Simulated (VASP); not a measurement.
# Re (Pm-3m) in VASP: a series of runs

Re is run at these levels: PBEsol; tasks: single point.

Everything below comes from runs of VASP 6.6.1. Logs are shortened: lines on timing, memory, paths and dates and some standing lists are left out, and cuts for length are marked.

## (1) The cell of the first run

Symmetry: Pm-3m, No. 221, cubic system. Conventional cell: a = 2.537 Å, b = 2.537 Å, c = 2.537 Å, α = 90.00°, β = 90.00°, γ = 90.00°. Re (site symmetry m-3m) has 6 Re at 2.54 Å within 3.3 Å.

## (2) Single point, PBEsol

Contents of INCAR:

```
SYSTEM = Re
PREC = Accurate
ENCUT = 520
EDIFF = 1E-6
ISMEAR = 0
SIGMA = 0.05
LREAL = .FALSE.
LASPH = .TRUE.
NELM = 100
ALGO = Normal
ISIF = 2
LWAVE = .FALSE.
LCHARG = .FALSE.
GGA = PS
NBANDS = 10
```

Contents of KPOINTS:

```
Automatic mesh
0
G
  10 10 10
  0 0 0
```

Contents of POSCAR:

```
Re
1.0
    2.5369006215      0.0000000000      0.0000000000
    0.0000000000      2.5369006215      0.0000000000
    0.0000000000      0.0000000000      2.5369006215
Re
1
Direct
    0.0000000000      0.0000000000      0.0000000000
```

Potentials or basis: VASP PAW PBE potentials, release 64 (Re).

Run with:

```bash
> cat potpaw_PBE.64/Re/POTCAR > POTCAR
> mpirun -np 1 vasp_std > vasp.out
```

OUTCAR:

```text
SYSTEM = Re
   PREC = Accurate
   ENCUT = 520
   EDIFF = 1E-6
   ISMEAR = 0
   LREAL = .FALSE.
   LASPH = .TRUE.
   NELM = 100
   ISIF = 2
   GGA = PS

 ion  position               nearest neighbor table
   1  0.000  0.000  0.000-

  LATTYP: Found a simple cubic cell.
 ALAT       =     2.5369006215

  Lattice vectors:

 A1 = (   2.5369006215,   0.0000000000,   0.0000000000)
 A2 = (   0.0000000000,   2.5369006215,   0.0000000000)
 A3 = (   0.0000000000,   0.0000000000,   2.5369006215)

Analysis of symmetry for initial positions (statically):
=====================================================================
 Subroutine PRICEL returns:
 Original cell was already a primitive cell.

 Routine SETGRP: Setting up the symmetry group for a
 simple cubic supercell.

 Subroutine GETGRP returns: Found 48 space group operations
 (whereof 48 operations were pure point group operations)
 out of a pool of 48 trial point group operations.

The static configuration has the point symmetry O_h .

Analysis of symmetry for dynamics (positions and initial velocities):
=====================================================================
 Subroutine PRICEL returns:
 Original cell was already a primitive cell.

 Routine SETGRP: Setting up the symmetry group for a
 simple cubic supercell.

 Subroutine GETGRP returns: Found 48 space group operations
 (whereof 48 operations were pure point group operations)
 out of a pool of 48 trial point group operations.

The dynamic configuration has the point symmetry O_h .

 Subroutine INISYM returns: Found 48 space group operations
 (whereof 48 operations are pure point group operations),
 and found     1 'primitive' translations

----------------------------------------------------------------------------------------

                                     Primitive cell

  volume of cell :      16.3271

  direct lattice vectors                    reciprocal lattice vectors
     2.536900622  0.000000000  0.000000000     0.394181779  0.000000000  0.000000000
     0.000000000  2.536900622  0.000000000     0.000000000  0.394181779  0.000000000
     0.000000000  0.000000000  2.536900622     0.000000000  0.000000000  0.394181779

  length of vectors
     2.536900622  2.536900622  2.536900622     0.394181779  0.394181779  0.394181779

  position of ions in fractional coordinates (direct lattice)
     0.000000000  0.000000000  0.000000000

  ion indices of the primitive-cell ions
   primitive index   ion index
                 1           1

[... 71 lines left out ...]
   EDIFF  = 0.1E-05   stopping-criterion for ELM
   LREAL  =      F    real-space projection
   EDIFFG = 0.1E-04   stopping-criterion for IOM
   NSW    =      0    number of steps for IOM
   IBRION =     -1    ionic relax: 0-MD 1-quasi-New 2-CG
   NFREE  =      0    steps in history (QN), initial steepest desc. (CG)
   ISIF   =      2    stress and relaxation
   ISYM   =      2    0-nonsym 1-usesym 2-fastsym
   POTIM  = 0.5000    time-step for ionic-motion
   TEBEG  =    0.0;   TEEND  =   0.0 temperature during run
   PSTRESS=    0.0 pullay stress
   NELECT =       7.0000    total number of electrons
   NUPDOWN=      -1.0000    fix difference up-down
   EMIN   =  10.00;   EMAX   =-10.00  energy-range for DOS
   EFERMI =   0.00;   METHOD = LEGACY
   ISMEAR =     0;   SIGMA  =   0.05  broadening in eV -4-tet -1-fermi 0-gaus
   EFERMI_NEDOS =   21; number of points for ismear=-14 and -15
   IALGO  =     38    algorithm
   IMIX   =      4    mixing-type and parameters
     AMIX     =   0.40;   BMIX     =  1.00
     AMIX_MAG =   1.60;   BMIX_MAG =  1.00
  volume/ion in A,a.u.               =      16.33       110.18
  Fermi-wavevector in a.u.,A,eV,Ry     =   1.234442  2.332757 20.733201  1.523847
  Thomas-Fermi vector in A             =   2.369132
   LORBIT       =      0    0 simple, 1 ext, 2 COOP (PROOUT), +10 PAW based schemes
   GGA     = PS    functional components
   LHFCALC =     F    Hartree Fock is set to
   AEXX    =    0.0000 exact exchange contribution
   IVDW    =     0    specifies the selected vdW correction
   LEPSILON=     F    determine dielectric tensor
   LRPA    =     F    only Hartree local field effects (RPA)
 non-spin polarized calculation
 Gauss-broadening in eV      SIGMA  =   0.05
  energy-cutoff  :      520.00
  volume of cell :       16.33
 maximum number of plane-waves:       461
 NGX is ok and might be reduce to    20
   NGX =  9   NGY =  9   NGZ =  9

 number of electron       6.9999998 magnetization

 Free energy of the ion-electron system (eV)
  ---------------------------------------------------
  ext. energy  EPLUGINS =         0.00000000
  ---------------------------------------------------
  free energy    TOTEN  =       -11.95296350 eV

  energy without entropy =      -11.95258278  energy(sigma->0) =      -11.95277314

 E-fermi :   6.9361     XC(G=0): -13.1102

 val. band max:        6.8730671300   @ k =   0.5000   0.0000   0.0000
 cond. band min:       6.9415877199   @ k =   0.5000   0.1000   0.0000
 fundamental gap:      0.0685205899
 Fermi energy:         6.9361496223

 k-point     1 :       0.0000    0.0000    0.0000
  band No.  band energies     occupation
      1      -2.5187      2.00000
      2       1.3510      2.00000
      3       1.3510      2.00000
      4      10.7595      0.00000
      5      10.7595      0.00000
      6      10.7595      0.00000
      7      22.7389      0.00000
      8      22.7389      0.00000
      9      22.7389      0.00000
     10      28.9366      0.00000
[... 287 lines left out ...]
 k-point    24 :       0.3000    0.1000    0.1000
  band No.  band energies     occupation
      1       0.3990      2.00000
      2       2.5763      2.00000
      3       4.3533      2.00000
      4       7.3815      0.00000
      5       7.9138      0.00000
      6      10.0777      0.00000
      7      17.4096      0.00000
      8      24.6999      0.00000
      9      24.7333      0.00000
     10      27.8081      0.00000

 [... further k-points ...]
[... 5 lines left out ...]
  --------------------------------------------------------------------------------------
  -------------------------------------------------------------------------------------
  Total        0.4305595      0.4305595      0.4305595     -0.0000000     -0.0000000      0.0000000
  in kB       42.2506527     42.2506527     42.2506527     -0.0000000     -0.0000000      0.0000000
  external PRESSURE =      42.2506527 kB  Pullay stress =       0.0000000 kB

 VOLUME and BASIS-vectors are now :
 -----------------------------------------------------------------------------
  energy-cutoff  :      520.00
  volume of cell :       16.33
      direct lattice vectors                 reciprocal lattice vectors
     2.536900622  0.000000000  0.000000000     0.394181779  0.000000000  0.000000000
     0.000000000  2.536900622  0.000000000     0.000000000  0.394181779  0.000000000
     0.000000000  0.000000000  2.536900622     0.000000000  0.000000000  0.394181779

 POSITION                                       TOTAL-FORCE (eV/Angst)
 -----------------------------------------------------------------------------------
      0.00000      0.00000      0.00000         0.000000      0.000000      0.000000
 -----------------------------------------------------------------------------------
    total drift:                               -0.000000      0.000000      0.000000

  FREE ENERGIE OF THE ION-ELECTRON SYSTEM (eV)
  ---------------------------------------------------
  free  energy   TOTEN  =       -11.9529634976 eV

  energy  without entropy=      -11.9525827756  energy(sigma->0) =      -11.95277314
```

stdout:

```text
POSCAR found type information on POSCAR Re
 POSCAR found :  1 types and       1 ions
 scaLAPACK will be used
 -----------------------------------------------------------------------------
|                                                                             |
|                                                                             |
|     You enforced a specific xc type in the INCAR file but a different       |
|     I HOPE YOU KNOW WHAT YOU ARE DOING!                                     |
|                                                                             |
 -----------------------------------------------------------------------------

 LDA part: xc-table for (Slater+PW92), standard interpolation
 POSCAR, INCAR and KPOINTS ok, starting setup
 FFT: planning ... GRIDC
 FFT: planning ... GRID_SOFT
 FFT: planning ... GRID
 WAVECAR not read
 entering main loop
```

It took 5.3 s on 1 thread of Intel Xeon Platinum 8375C at 2.90GHz (Ice Lake), shared host; peak memory 0.13 GiB.

What came out:

```yaml
Free_energy: -11.9530 eV
Pressure: 4.2 GPa
```

Caveat: the PAW data sets were made with another functional, which shifts forces and pressure a little; spin-orbit coupling is left out, which moves the levels of the heavy elements.

## (3) Single point, PBEsol

This run uses another cell than the first one, of 16.08 Å³/atom, 0.985 times its volume.

Contents of INCAR:

```
PREC     = Accurate       # precision mode
ENCUT    = 520            # plane-wave cutoff, eV
EDIFF    = 1E-6           # SCF threshold, eV
ISMEAR   = 0              # smearing method
SIGMA    = 0.05           # smearing width, eV
LREAL    = F              # projectors in reciprocal space
LASPH    = T              # aspherical terms in the spheres
NELM     = 60             # most SCF steps
ALGO     = Normal         # electronic algorithm
ISIF     = 2              # what is computed and relaxed
LWAVE    = F              # write WAVECAR
LCHARG   = T              # write CHGCAR
GGA      = PS             # functional
LELF     = T              # ELF
LVHAR    = T            
NBANDS   = 10             # bands
```

Contents of KPOINTS:

```
Automatic mesh
0
Gamma
  10 10 10
```

Contents of POSCAR:

```
Re
1.0
    2.5237770413      0.0000000000      0.0000000000
    0.0000000000      2.5237770413      0.0000000000
    0.0000000000      0.0000000000      2.5237770413
Re
1
Direct
    0.0000000000      0.0000000000      0.0000000000
```

Potentials or basis: VASP PAW PBE potentials, release 64 (Re).

Run with:

```bash
> cat potpaw_PBE.64/Re/POTCAR > POTCAR
> mpirun -np 1 vasp_std > vasp.out
```

OUTCAR:

```text
PREC = Accurate
   ENCUT = 520
   EDIFF = 1E-6
   ISMEAR = 0
   LREAL = F
   LASPH = T
   NELM = 60
   ISIF = 2
   GGA = PS

 ion  position               nearest neighbor table
   1  0.000  0.000  0.000-

  LATTYP: Found a simple cubic cell.
 ALAT       =     2.5237770413

  Lattice vectors:

 A1 = (   2.5237770413,   0.0000000000,   0.0000000000)
 A2 = (   0.0000000000,   2.5237770413,   0.0000000000)
 A3 = (   0.0000000000,   0.0000000000,   2.5237770413)

Analysis of symmetry for initial positions (statically):
=====================================================================
 Subroutine PRICEL returns:
 Original cell was already a primitive cell.

 Routine SETGRP: Setting up the symmetry group for a
 simple cubic supercell.

 Subroutine GETGRP returns: Found 48 space group operations
 (whereof 48 operations were pure point group operations)
 out of a pool of 48 trial point group operations.

The static configuration has the point symmetry O_h .

Analysis of symmetry for dynamics (positions and initial velocities):
=====================================================================
 Subroutine PRICEL returns:
 Original cell was already a primitive cell.

 Routine SETGRP: Setting up the symmetry group for a
 simple cubic supercell.

 Subroutine GETGRP returns: Found 48 space group operations
 (whereof 48 operations were pure point group operations)
 out of a pool of 48 trial point group operations.

The dynamic configuration has the point symmetry O_h .

 Subroutine INISYM returns: Found 48 space group operations
 (whereof 48 operations are pure point group operations),
 and found     1 'primitive' translations

----------------------------------------------------------------------------------------

                                     Primitive cell

  volume of cell :      16.0751

[... 104 lines left out ...]
   IMIX   =      4    mixing-type and parameters
     AMIX     =   0.40;   BMIX     =  1.00
     AMIX_MAG =   1.60;   BMIX_MAG =  1.00
  volume/ion in A,a.u.               =      16.08       108.48
  Fermi-wavevector in a.u.,A,eV,Ry     =   1.240861  2.344888 20.949386  1.539736
  Thomas-Fermi vector in A             =   2.375284
   LORBIT       =      0    0 simple, 1 ext, 2 COOP (PROOUT), +10 PAW based schemes
   GGA     = PS    functional components
   LHFCALC =     F    Hartree Fock is set to
   AEXX    =    0.0000 exact exchange contribution
   IVDW    =     0    specifies the selected vdW correction
   LEPSILON=     F    determine dielectric tensor
   LRPA    =     F    only Hartree local field effects (RPA)
 non-spin polarized calculation
 Gauss-broadening in eV      SIGMA  =   0.05
  energy-cutoff  :      520.00
  volume of cell :       16.08
 maximum number of plane-waves:       461
 NGX is ok and might be reduce to    20
   NGX =  9   NGY =  9   NGZ =  9

 number of electron       6.9999998 magnetization

 Free energy of the ion-electron system (eV)
  ---------------------------------------------------
  ext. energy  EPLUGINS =         0.00000000
  ---------------------------------------------------
  free energy    TOTEN  =       -11.94238860 eV

  energy without entropy =      -11.94200665  energy(sigma->0) =      -11.94219762

 E-fermi :   7.1154     XC(G=0): -13.1930

 val. band max:        7.0504266660   @ k =   0.5000   0.0000   0.0000
 cond. band min:       7.1208087546   @ k =   0.5000   0.1000   0.0000
 fundamental gap:      0.0703820886
 Fermi energy:         7.1153689956

 k-point     1 :       0.0000    0.0000    0.0000
  band No.  band energies     occupation
      1      -2.4406      2.00000
      2       1.4239      2.00000
      3       1.4239      2.00000
      4      11.0375      0.00000
      5      11.0375      0.00000
      6      11.0375      0.00000
      7      23.0620      0.00000
      8      23.0620      0.00000
      9      23.0620      0.00000
     10      29.3377      0.00000
[... 287 lines left out ...]
 k-point    24 :       0.3000    0.1000    0.1000
  band No.  band energies     occupation
      1       0.5128      2.00000
      2       2.6781      2.00000
      3       4.4995      2.00000
      4       7.5680      0.00000
      5       8.1218      0.00000
      6      10.3353      0.00000
      7      17.7247      0.00000
      8      25.0392      0.00000
      9      25.0650      0.00000
     10      28.1828      0.00000

 [... further k-points ...]
[... 5 lines left out ...]
  --------------------------------------------------------------------------------------
  -------------------------------------------------------------------------------------
  Total        0.9223869      0.9223869      0.9223869      0.0000000      0.0000000     -0.0000000
  in kB       91.9328531     91.9328531     91.9328531      0.0000000      0.0000000     -0.0000000
  external PRESSURE =      91.9328531 kB  Pullay stress =       0.0000000 kB

 VOLUME and BASIS-vectors are now :
 -----------------------------------------------------------------------------
  energy-cutoff  :      520.00
  volume of cell :       16.08
      direct lattice vectors                 reciprocal lattice vectors
     2.523777041  0.000000000  0.000000000     0.396231515  0.000000000  0.000000000
     0.000000000  2.523777041  0.000000000     0.000000000  0.396231515  0.000000000
     0.000000000  0.000000000  2.523777041     0.000000000  0.000000000  0.396231515

 POSITION                                       TOTAL-FORCE (eV/Angst)
 -----------------------------------------------------------------------------------
      0.00000      0.00000      0.00000         0.000000      0.000000      0.000000
 -----------------------------------------------------------------------------------
    total drift:                               -0.000000      0.000000      0.000000

  FREE ENERGIE OF THE ION-ELECTRON SYSTEM (eV)
  ---------------------------------------------------
  free  energy   TOTEN  =       -11.9423885982 eV

  energy  without entropy=      -11.9420066457  energy(sigma->0) =      -11.94219762
```

Run time: 5.6 s. Hardware: 1 thread of Intel Xeon Platinum 8375C at 2.90GHz (Ice Lake), shared host; peak memory 0.13 GiB.

Results:

```
Free energy : -11.9424 eV
Pressure    : 9.2 GPa
```

Caveat: the PAW data sets were made with another functional, which shifts forces and pressure a little; spin-orbit coupling is left out, which moves the levels of the heavy elements.
